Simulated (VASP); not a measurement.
# KC (C2/m) in VASP: single point with PBE

Aim: the single point of KC with PBE.

Everything below comes from runs of VASP 6.6.1. Logs are shortened: lines on timing, memory, paths and dates and some standing lists are left out, and cuts for length are marked.

**1. The cell of the first run**

The typed cell holds 4 atoms: a = 5.339 Å, b = 5.339 Å, c = 4.799 Å, α = 116.67°, β = 116.67°, γ = 69.14°.

**2. Single point, PBE**

INCAR reads:

```
PREC = Accurate ; ENCUT = 520
EDIFF = 1E-7 ; ISMEAR = 0
SIGMA = 0.02 ; LREAL = False
LASPH = True ; NELM = 60
ALGO = Normal ; ISIF = 2
LWAVE = False ; LCHARG = False
GGA = PE ; NBANDS = 21
```

KPOINTS reads:

```
Automatic mesh
0
Gamma
  6 6 6
```

POSCAR reads:

```
KC
1.0
    4.3964746797     -3.0298327386     -0.0167682990
    4.3964746797      3.0298327386     -0.0167682990
   -2.6004866760      0.0000000000      4.0337289498
K C
2 2
Direct
    0.2512434019      0.2512434019      0.2510563612
    0.7487565981      0.7487565981      0.7489436388
    0.8955474981      0.1044525019      0.5000000000
    0.1044525019      0.8955474981      0.5000000000
```

Potentials or basis: VASP PAW PBE potentials, release 64 (K_sv, C).

Command:

```console
> cat potpaw_PBE.64/K_sv/POTCAR potpaw_PBE.64/C/POTCAR > POTCAR
> mpirun -np 1 vasp_std > vasp.out
```

OUTCAR:

```text
PREC = Accurate
   ENCUT = 520
   EDIFF = 1E-7
   ISMEAR = 0
   LREAL = False
   LASPH = True
   NELM = 60
   ISIF = 2
   GGA = PE

 ion  position               nearest neighbor table
   1  0.251  0.251  0.251-   2 3.67   2 3.70
   2  0.749  0.749  0.749-   1 3.67   1 3.70
   3  0.896  0.104  0.500-   4 1.27
   4  0.104  0.896  0.500-   3 1.27

  LATTYP: Found a base centered monoclinic cell.
 ALAT       =     8.7930133140
 B/A-ratio  =     0.6891454909
 C/A-ratio  =     0.5458109430
 COS(beta)  =    -0.5450461420

  Lattice vectors:

 A1 = (   4.3964746797,  -3.0298327386,  -0.0167682990)
 A2 = (   4.3964746797,   3.0298327386,  -0.0167682990)
 A3 = (  -2.6004866760,   0.0000000000,   4.0337289498)

Analysis of symmetry for initial positions (statically):
=====================================================================
 Subroutine PRICEL returns:
 Original cell was already a primitive cell.

 Routine SETGRP: Setting up the symmetry group for a
 base centered monoclinic supercell.

 Subroutine GETGRP returns: Found  4 space group operations
 (whereof  4 operations were pure point group operations)
 out of a pool of  4 trial point group operations.

The static configuration has the point symmetry C_2h.

Analysis of symmetry for dynamics (positions and initial velocities):
=====================================================================
 Subroutine PRICEL returns:
 Original cell was already a primitive cell.

 Routine SETGRP: Setting up the symmetry group for a
 base centered monoclinic supercell.

 Subroutine GETGRP returns: Found  4 space group operations
 (whereof  4 operations were pure point group operations)
 out of a pool of  4 trial point group operations.

The dynamic configuration has the point symmetry C_2h.

 Subroutine INISYM returns: Found  4 space group operations
 (whereof  4 operations are pure point group operations),
 and found     1 'primitive' translations

----------------------------------------------------------------------------------------

                                     Primitive cell

  volume of cell :     107.1990

  direct lattice vectors                    reciprocal lattice vectors
     4.396474680 -3.029832739 -0.016768299     0.114007811 -0.165025611  0.073499186
[... 86 lines left out ...]
   LSORBIT =      F    spin-orbit coupling
   LASPH  =      T    aspherical Exc in radial PAW
   ENCUT  =  520.0 eV  38.22 Ry    6.18 a.u.   9.93  9.93  8.92*2*pi/ulx,y,z
   NELM   =     60;   NELMIN=  2; NELMDL= -5     # of ELM steps
   EDIFF  = 0.1E-06   stopping-criterion for ELM
   LREAL  =      F    real-space projection
   EDIFFG = 0.1E-05   stopping-criterion for IOM
   NSW    =      0    number of steps for IOM
   IBRION =     -1    ionic relax: 0-MD 1-quasi-New 2-CG
   NFREE  =      0    steps in history (QN), initial steepest desc. (CG)
   ISIF   =      2    stress and relaxation
   ISYM   =      2    0-nonsym 1-usesym 2-fastsym
   POTIM  = 0.5000    time-step for ionic-motion
   TEBEG  =    0.0;   TEEND  =   0.0 temperature during run
   PSTRESS=    0.0 pullay stress
   NELECT =      26.0000    total number of electrons
   NUPDOWN=      -1.0000    fix difference up-down
   EMIN   =  10.00;   EMAX   =-10.00  energy-range for DOS
   EFERMI =   0.00;   METHOD = LEGACY
   ISMEAR =     0;   SIGMA  =   0.02  broadening in eV -4-tet -1-fermi 0-gaus
   EFERMI_NEDOS =   21; number of points for ismear=-14 and -15
   IALGO  =     38    algorithm
   IMIX   =      4    mixing-type and parameters
     AMIX     =   0.40;   BMIX     =  1.00
     AMIX_MAG =   1.60;   BMIX_MAG =  1.00
  volume/ion in A,a.u.               =      26.80       180.85
  Fermi-wavevector in a.u.,A,eV,Ry     =   1.020945  1.929306 14.181744  1.042329
  Thomas-Fermi vector in A             =   2.154543
   LORBIT       =      0    0 simple, 1 ext, 2 COOP (PROOUT), +10 PAW based schemes
   GGA     = PE    functional components
   LHFCALC =     F    Hartree Fock is set to
   AEXX    =    0.0000 exact exchange contribution
   IVDW    =     0    specifies the selected vdW correction
   LEPSILON=     F    determine dielectric tensor
   LRPA    =     F    only Hartree local field effects (RPA)
 non-spin polarized calculation
 Gauss-broadening in eV      SIGMA  =   0.02
  energy-cutoff  :      520.00
  volume of cell :      107.20
 maximum number of plane-waves:      2905
   NGX = 19   NGY = 19   NGZ = 17

 number of electron      26.0000000 magnetization

 Free energy of the ion-electron system (eV)
  ---------------------------------------------------
  ext. energy  EPLUGINS =         0.00000000
  ---------------------------------------------------
  free energy    TOTEN  =       -19.57872866 eV

  energy without entropy =      -19.57872866  energy(sigma->0) =      -19.57872866

 E-fermi :  -0.8223     XC(G=0):  -7.2084

 val. band max:       -0.9973920559   @ k =  -0.3333   0.1667   0.5000
 cond. band min:       2.2935901646   @ k =   0.5000  -0.0000   0.5000
 fundamental gap:      3.2909822205
 Fermi energy:        -0.8222663563

 k-point     1 :       0.0000    0.0000    0.0000
  band No.  band energies     occupation
      1     -30.0896      2.00000
      2     -30.0276      2.00000
      3     -13.7330      2.00000
      4     -13.6910      2.00000
      5     -13.6096      2.00000
      6     -13.5174      2.00000
[... 565 lines left out ...]
     20       7.2458      0.00000
     21       7.6581      0.00000

 [... further k-points ...]

------------------------ aborting loop because EDIFF is reached ----------------------------------------

  FORCE on cell =-STRESS in cart. coord.  units (eV):
  Direction    XX          YY          ZZ          XY          YZ          ZX
  --------------------------------------------------------------------------------------
  -------------------------------------------------------------------------------------
  Total        0.0302256      0.1549605      0.0230067      0.0000000      0.0000000     -0.0017261
  in kB        0.4517462      2.3160126      0.3438534      0.0000000      0.0000000     -0.0257980
  external PRESSURE =       1.0372041 kB  Pullay stress =       0.0000000 kB

 VOLUME and BASIS-vectors are now :
 -----------------------------------------------------------------------------
  energy-cutoff  :      520.00
  volume of cell :      107.20
      direct lattice vectors                 reciprocal lattice vectors
     4.396474680 -3.029832739 -0.016768299     0.114007811 -0.165025611  0.073499186
     4.396474680  3.029832739 -0.016768299     0.114007811  0.165025611  0.073499186
    -2.600486676  0.000000000  4.033728950     0.000947866  0.000000000  0.248520643

 POSITION                                       TOTAL-FORCE (eV/Angst)
 -----------------------------------------------------------------------------------
      1.55630      0.00000      1.00427         0.000627      0.000000      0.000719
      4.63616      0.00000      2.99592        -0.000627      0.000000     -0.000719
      3.09623     -2.39689      2.00010         0.000000      0.108580     -0.000000
      3.09623      2.39689      2.00010        -0.000000     -0.108580     -0.000000
 -----------------------------------------------------------------------------------
    total drift:                               -0.000000     -0.000000      0.000000

  FREE ENERGIE OF THE ION-ELECTRON SYSTEM (eV)
  ---------------------------------------------------
  free  energy   TOTEN  =       -19.5787286603 eV

  energy  without entropy=      -19.5787286603  energy(sigma->0) =      -19.57872866
```

stdout:

```text
POSCAR found type information on POSCAR K C
 POSCAR found :  2 types and       4 ions
 scaLAPACK will be used
 LDA part: xc-table for (Slater+PW92), standard interpolation
 POSCAR, INCAR and KPOINTS ok, starting setup
 FFT: planning ... GRIDC
 FFT: planning ... GRID_SOFT
 FFT: planning ... GRID
 WAVECAR not read
 entering main loop
```

It took 3.4 min on 1 thread of Oxide Virtual Turin-like, shared host; peak memory 0.26 GiB.

What came out:

- Free energy: -19.5787 eV
- Pressure: 0.1 GPa
- Largest force: 0.109 eV/Å
- Band gap on the k mesh: 3.29 eV

Forces in eV/Å, atoms in the order of the input:
```
K    0.001  0.000  0.001
K   -0.001  0.000 -0.001
C    0.000  0.109  0.000
C    0.000 -0.109  0.000
```

A k mesh can miss the band edges.
